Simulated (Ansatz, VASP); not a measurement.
# PbF: VASP beside Ansatz

File INCAR:

```
SYSTEM = PbF
PREC     = Accurate       ! precision mode
ENCUT    = 600            ! plane-wave cutoff, eV
EDIFF    = 1E-6           ! SCF threshold, eV
ISMEAR   = 0              ! smearing method
SIGMA    = 0.1            ! smearing width, eV
LREAL    = .FALSE.        ! projectors in reciprocal space
LASPH    = .TRUE.         ! aspherical terms in the spheres
NELM     = 60             ! most SCF steps
ALGO     = Normal         ! electronic algorithm
ISIF     = 3              ! what is computed and relaxed
LWAVE    = .FALSE.        ! write WAVECAR
LCHARG   = .FALSE.        ! write CHGCAR
GGA      = PE             ! functional
IBRION   = 2              ! ionic algorithm
NSW      = 90             ! ionic steps
EDIFFG   = -0.04          ! ionic threshold
```

KPOINTS

```
Automatic mesh
0
G
  6 6 6
  0 0 0
```

Contents of POSCAR:

```
PbF
1.0
    2.4098803600      1.3913450700      2.4740434600
   -2.4098803600      1.3913450700      2.4740434600
    0.0000000000     -2.7826901500      2.4740434600
Pb F
1 1
Direct
    0.0000000000      0.0000000000      0.0000000000
    0.5000000000      0.5000000000      0.5000000000
```

Input for Ansatz:

```yaml
crystal:
  lattice:
    - [2.40988036, 1.39134507, 2.47404346]
    - [-2.40988036, 1.39134507, 2.47404346]
    - [0.0, -2.78269015, 2.47404346]
  atoms:
    - { symbol: Pb, position: [0.0, 0.0, 0.0] }
    - { symbol: F, position: [0.5, 0.5, 0.5] }
basis:
  ecutwfc: 420
kpoints:
  mp_grid: { grid: [6, 6, 6] }
hamiltonian:
  xc: pbe
scf:
  occupations: { method: gaussian, width: 0.1 }
  lower_state_search: "off"
output:
  forces: true
  stress: true
  eigenvalues: true
relax:
  adjacent_minimum: "off"
  f_tol: 0.04
  max_steps: 70
  cell: { stress_tol: 0.4 }
```

Alike in both runs: task relaxation of cell and atoms; functional PBE; k mesh 6 × 6 × 6; occupations gaussian, width 0.1 eV; no spin polarisation.

|  | VASP | Ansatz |
| --- | --- | --- |
| version | VASP 6.6.1 | Ansatz 0.2.0 |
| potentials or method | VASP PAW PBE potentials, release 64 (Pb_d, F), cutoff 600 eV | scalar-relativistic, plane waves, PAW |
| valence electrons in the cell | 21 | 21 |

|  | VASP | Ansatz | Ansatz less VASP |
| --- | --- | --- | --- |
| gap on the k mesh at the Fermi level, each at its own relaxed structure (eV) | none | none | - |
| relaxed volume (Å³/atom) | 20.62 | 20.70 | +0.084 |
| relaxed cell length with the largest relative difference (Å) | 3.611 | 3.608 | -0.0029 |

A gap of «none» marks a metal or a gap that the smearing closes.

Spin-orbit coupling is off throughout. Noted on VASP's run: the volume moved by over 15 % at a fixed basis, so the end points are rough.
